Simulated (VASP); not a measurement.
Set up this calculation in VASP 6.6.1, as the native input.

| Property | Result |
| --- | --- |
| Task | electric field gradients |
| Functional | PBE |
| Potentials or basis | VASP PAW PBE potentials, release 64 (Nb_sv, Si) |
| Cutoff | 520 eV |
| k mesh | 8 × 8 × 8 |
| Occupations | fermi-dirac, width 0.05 eV |
| Spin | no spin polarisation |
| Dipole correction | no |
| Further INCAR settings | ALGO = Normal; EDIFF = 1e-08; NBANDS = 16 |

The structure of NbSi lies in POSCAR:

```
NbSi
1.0
    3.1564400000      0.0000000000      0.0000000000
    0.0000000000      3.1564400000      0.0000000000
    0.0000000000      0.0000000000      3.1564400000
Nb Si
1 1
Direct
    0.0000000000      0.0000000000      0.0000000000
    0.5000000000      0.5000000000      0.5000000000
```

One way to write it, as run:

INCAR

```
ALGO = Normal
EDIFF = 1E-8
ENCUT = 520
GGA = PE
ISIF = 2
ISMEAR = -1
LASPH = True
LCHARG = False
LEFG = True
LREAL = False
LWAVE = False
NBANDS = 16
NELM = 80
PREC = Accurate
SIGMA = 0.05
```

KPOINTS

```
k-points
0
Gamma
  8 8 8
```

Potentials or basis: VASP PAW PBE potentials, release 64 (Nb_sv, Si).

The run is started by

```bash
$ cat potpaw_PBE.64/Nb_sv/POTCAR potpaw_PBE.64/Si/POTCAR > POTCAR
$ mpirun -np 1 vasp_std > vasp.out
```

Results of the run:

* Pressure: -0.3 GPa

Caveat: without QUAD_EFG the Cq values of the log hold for a quadrupole moment of 1 mb, not for the nuclei.

It took 5.8 s on 1 thread of Intel(R) Xeon(R) 6975P-C (Granite Rapids) (shared host), peak memory 0.14 GiB.
